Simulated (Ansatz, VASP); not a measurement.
## MoS2 in VASP and in Ansatz

Contents of INCAR:

```
  PREC = Accurate
  ENCUT = 600
  EDIFF = 1E-6
  ISMEAR = -1
  SIGMA = 0.08
  LREAL = F
  LASPH = T
  NELM = 60
  ALGO = Normal
  ISIF = 3
  LWAVE = F
  LCHARG = F
  GGA = PS
  IBRION = 2
  NSW = 100
  EDIFFG = -0.002
```

KPOINTS

```
regular mesh
0
Gamma
  10 10 4
```

File POSCAR:

```
MoS2
1.0
    3.1690000000      0.0000000000      0.0000000000
   -1.5845000000      2.7444345046      0.0000000000
    0.0000000000      0.0000000000     12.3240000000
Mo S
2 4
Direct
    0.3333333333      0.6666666667      0.2500000000
    0.6666666667      0.3333333333      0.7500000000
    0.3333333333      0.6666666667      0.6230000000
    0.6666666667      0.3333333333      0.1230000000
    0.3333333333      0.6666666667      0.8770000000
    0.6666666667      0.3333333333      0.3770000000
```

Input for Ansatz:

```yaml
crystal:
  lattice:
    - [3.169, 0.0, 0.0]
    - [-1.5845, 2.7444345046, 0.0]
    - [0.0, 0.0, 12.324]
  atoms:
    - { symbol: Mo, position: [0.333333333333, 0.666666666667, 0.25] }
    - { symbol: Mo, position: [0.666666666667, 0.333333333333, 0.75] }
    - { symbol: S, position: [0.333333333333, 0.666666666667, 0.623] }
    - { symbol: S, position: [0.666666666667, 0.333333333333, 0.123] }
    - { symbol: S, position: [0.333333333333, 0.666666666667, 0.877] }
    - { symbol: S, position: [0.666666666667, 0.333333333333, 0.377] }
kpoints:
  mp_grid: { grid: [10, 10, 4] }
scf:
  occupations: { method: fermi_dirac, width: 0.08 }
hamiltonian:
  xc: pbesol
  pseudopotentials: { kind: paw }
relax:
  f_tol: 0.002
  max_steps: 80
  cell: {}
output:
  forces: true
  stress: true
  write_density: true
  write_potential: true
  elf: true
  volumetric_format: npy
```

Alike in both runs: task relaxation of cell and atoms; functional PBEsol; k mesh 10 × 10 × 4; occupations fermi-dirac, width 0.08 eV; no spin polarisation.

```csv
,VASP,Ansatz
version,VASP 6.6.1,Ansatz 0.2.0
potentials or method,"VASP PAW PBE potentials, release 64 (Mo_sv, S)","PAW with Ansatz's default frozen-core files, scalar-relativistic"
plane-wave cutoff (eV),600,420
valence electrons in the cell,52,52
```

Ansatz gave:

- relaxed volume (Å³/atom): 17.91
- relaxed length of the cell vector where the two differ most in proportion (Å): 12.573

Q: Estimate VASP's values.

A: Relaxed volume (Å³/atom): 17.89; relaxed length of the cell vector where the two differ most in proportion (Å): 12.559.

VASP's potentials were made for PBE, not for PBEsol.
